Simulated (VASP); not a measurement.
Write the native input for VASP 6.6.1 that does the following.

- Task: single point
- Functional: LDA
- Potentials or basis: VASP PAW LDA potentials, release 64 (Sc_sv, In_d)
- Cutoff: 520 eV
- k mesh: 5 × 5 × 5
- Occupations: methfessel-paxton, width 0.05 eV
- Spin: no spin polarisation
- Dipole correction: no
- Further INCAR settings: ALGO = Normal; EDIFF = 1e-06; NBANDS = 33

The structure of ScIn3 lies in POSCAR:

```
ScIn3
1.0
    4.5758956333      0.0000000000      0.0000000000
    0.0000000000      4.5758956333      0.0000000000
    0.0000000000      0.0000000000      4.5758956333
Sc In
1 3
Direct
    0.0000000000      0.0000000000      0.0000000000
    0.0000000000      0.5000000000      0.5000000000
    0.5000000000      0.0000000000      0.5000000000
    0.5000000000      0.5000000000      0.0000000000
```

These files were run (other wordings do the same):

INCAR

```
ALGO     = Normal         # electronic algorithm
EDIFF    = 1E-6           # SCF threshold, eV
ENCUT    = 520            # plane-wave cutoff, eV
ISIF     = 2              # what is computed and relaxed
ISMEAR   = 1              # smearing method
LASPH    = True           # aspherical terms in the spheres
LCHARG   = True           # write CHGCAR
LELF     = True           # ELF
LREAL    = False          # projectors in reciprocal space
LVHAR    = True         
LWAVE    = False          # write WAVECAR
NBANDS   = 33             # bands
NELM     = 60             # most SCF steps
PREC     = Accurate       # precision mode
SIGMA    = 0.05           # smearing width, eV
```

KPOINTS

```
k-points
0
Gamma
  5 5 5
```

Potentials or basis: VASP PAW LDA potentials, release 64 (Sc_sv, In_d).

Run with:

```bash
$ cat potpaw_LDA.64/Sc_sv/POTCAR potpaw_LDA.64/In_d/POTCAR > POTCAR
$ mpirun -np 1 vasp_std > vasp.out
```

Results of the run:

The pressure is -7.0 GPa and the band gap on the k mesh is zero (bands 25 and 26 overlap by 1.92 eV).

Caveat: the cell stands under tension; spin-orbit coupling is left out, which moves the levels of the heavy elements.

Wall time 30 s on 1 thread of Intel Xeon 8259CL (shared host), peak memory 0.18 GiB.
